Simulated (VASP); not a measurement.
Set up this calculation in VASP 6.6.1, as the native input.

```yaml
Task: electric field gradients
Functional: LDA
Potentials_or_basis: VASP PAW LDA potentials, release 64 (C)
Cutoff: 520 eV
k_mesh: 20 × 20 × 20
Occupations: fermi-dirac, width 0.08 eV
Spin: no spin polarisation
Dipole_correction: no
Further_INCAR_settings: ALGO = Normal; EDIFF = 1e-08; NBANDS = 11
```

The structure of C lies in POSCAR:

```
C
1.0
    0.0000000000      1.8068684808      1.8068684808
    1.8068684808      0.0000000000      1.8068684808
    1.8068684808      1.8068684808      0.0000000000
C
2
Direct
    0.5000000000      0.5000000000      0.5000000000
    0.7500000000      0.7500000000      0.7500000000
```

One way to write it, as run:

INCAR

```
PREC = Accurate
ENCUT = 520
EDIFF = 1E-8
ISMEAR = -1
SIGMA = 0.08
LREAL = F
LASPH = T
NELM = 80
ALGO = Normal
ISIF = 2
LWAVE = F
LCHARG = F
GGA = CA
LEFG = T
NBANDS = 11
```

KPOINTS

```
regular mesh
0
Gamma
  20 20 20
```

Potentials or basis: VASP PAW LDA potentials, release 64 (C).

Launch:

```bash
$ cat potpaw_LDA.64/C/POTCAR > POTCAR
$ mpirun -np 1 vasp_std > vasp.out
```

It gave:

```json
{"Pressure": "-27.1 GPa", "Band gap on the k mesh": "4.01 eV (least direct gap 5.43 eV)", "Largest electric field gradient by atom": "zero within the noise of the run"}
```

Caveat: the cell stands under tension.

It took 34 s on 1 thread of Intel Xeon 8259CL, on a shared host, peak memory 0.13 GiB.
